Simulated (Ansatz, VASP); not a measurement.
## Cs3Ge in VASP and in Ansatz

```
Cs Ge
1.0
    -3.29314    3.29314    4.70213
     3.29314   -3.29314    4.70213
     3.29314    3.29314   -4.70213
Cs Ge
3 1
Cartesian
  0.0000 0.0000 4.7021
  3.2931 0.0000 2.3511
  0.0000 3.2931 2.3511
  0.0000 0.0000 0.0000
```

Alike in both runs: functional PBE; k mesh 10 × 10 × 10; occupations gaussian, width 0.1 eV; no spin polarisation.

Ansatz relaxed the structure, and its values are those at the end. VASP's run is a single point on that final structure, the one shown.

|  | VASP | Ansatz |
| --- | --- | --- |
| version | VASP 6.6.1 | Ansatz 0.2.0 |
| potentials or method | VASP PAW PBE potentials, release 64 (Cs_sv, Ge_d), cutoff 520 eV | scalar-relativistic, plane waves, PAW |
| valence electrons in the cell | 41 | 41 |

```csv
,VASP,Ansatz,Ansatz less VASP
gap on the k mesh at the Fermi level (eV),none,none,-
pressure (GPa),0.0,0.0,-0.01
```

A gap of «none» marks a metal or a gap that the smearing closes. With one functional, cell and mesh, what is left measures potentials, basis and numerics.

Spin-orbit coupling is off throughout.
